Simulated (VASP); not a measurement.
Wanted: the native input for a VASP 6.6.1 run.

```
Task                   : single point
Functional             : PBE
Potentials or basis    : VASP PAW PBE potentials, release 64 (Al, Ni)
Cutoff                 : 600 eV
k mesh                 : 24 × 24 × 14
Occupations            : gaussian, width 0.1 eV
Spin                   : no spin polarisation
Dipole correction      : no
Further INCAR settings : ALGO = Normal; EDIFF = 1e-06; NBANDS = 14
```

The structure of AlNi lies in POSCAR:

```
AlNi
1.0
    2.3636042669     -1.3658132681     -0.0539521102
    2.3636042669      1.3658132681     -0.0539521102
   -1.4845572988      0.0000000000      3.9383335421
Al Ni
1 1
Direct
    0.0000000000      0.0000000000      0.0000000000
    0.5000000000      0.5000000000      0.5000000000
```

These files were run (other wordings do the same):

INCAR

```
SYSTEM = AlNi
PREC = Accurate ; ENCUT = 600
EDIFF = 1E-6 ; ISMEAR = 0
SIGMA = 0.1 ; LREAL = .False.
LASPH = .True. ; NELM = 120
ALGO = Normal ; ISIF = 2
LWAVE = .False. ; LCHARG = .False.
GGA = PE ; NBANDS = 14
GGA_COMPAT = .False.
```

KPOINTS

```
regular mesh
0
Gamma
  24 24 14
  0 0 0
```

Potentials or basis: VASP PAW PBE potentials, release 64 (Al, Ni).

Command:

```sh
$ cat potpaw_PBE.64/Al/POTCAR potpaw_PBE.64/Ni/POTCAR > POTCAR
$ mpirun -np 1 vasp_std > vasp.out
```

Results of the run:

The pressure is 0.0 GPa and the band gap on the k mesh is zero (an odd number of electrons rules out a gap without spin polarisation).

Wall time 8.1 min on 1 thread of AMD EPYC 9R45 (Zen 5), on a shared host, peak memory 0.95 GiB.
